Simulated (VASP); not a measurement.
The system is NiO2.

```
Ni O
1.0
     2.91215    0.00000    0.00000
    -1.45608    2.52200    0.00000
     0.00000    0.00000   10.55527
Ni O
2 4
Direct
  0.00000 0.00000 0.00000
  0.00000 0.00000 0.50000
  0.66667 0.33333 0.08908
  0.66667 0.33333 0.41092
  0.33333 0.66667 0.91092
  0.33333 0.66667 0.58908
```

| Quantity | Value |
| --- | --- |
| Program | VASP 6.6.1 |
| Task | relaxation of cell and atoms |
| Functional | r2SCAN |
| Potentials or basis | VASP PAW PBE potentials, release 64 (Ni, O) |
| Cutoff | 600 eV |
| k mesh | 6 × 6 × 2 |
| Occupations | gaussian, width 0.1 eV |
| Spin | no spin polarisation |

At the start: pressure -15.5 GPa; volume 12.92 Å³/atom.

Q: Where does the relaxation end?

A: Over 6 steps the energy falls by 76.5 meV/atom and the volume is 11.75 Å³/atom (-9.1 %); space group P6_3/mmc (No. 194, to 0.1 Å) before and after.

Step by step:
```
step  energy change (eV)  largest force (eV/Å)  pressure (GPa)  volume (Å³)
   1              0.0000                0.8830          -15.53        77.52
   2              0.3274                2.8380           30.52        64.25
   3             -0.4188                0.4285           -0.58        71.32
   4             -0.4191                0.4604           -0.20        71.20
   5             -0.4567                0.1153           -0.30        70.64
   6             -0.4588                0.0143           -0.32        70.48
```

Final structure:
```cif
data_structure
_symmetry_space_group_name_H-M 'P 1'
_symmetry_Int_Tables_number 1
_cell_length_a 2.7795
_cell_length_b 2.7795
_cell_length_c 10.5341
_cell_angle_alpha 90.000
_cell_angle_beta 90.000
_cell_angle_gamma 120.000
_cell_volume 70.48
loop_
_atom_site_label
_atom_site_type_symbol
_atom_site_fract_x
_atom_site_fract_y
_atom_site_fract_z
_atom_site_occupancy
Ni1 Ni 0.00000 0.00000 0.00000 1
Ni2 Ni 0.00000 0.00000 0.50000 1
O1 O 0.66667 0.33333 0.08957 1
O2 O 0.66667 0.33333 0.41043 1
O3 O 0.33333 0.66667 0.91043 1
O4 O 0.33333 0.66667 0.58957 1
```

Caveat: the PAW data sets were made with another functional, which shifts forces and pressure a little; the run has no spin polarisation, though such a crystal can be magnetic.
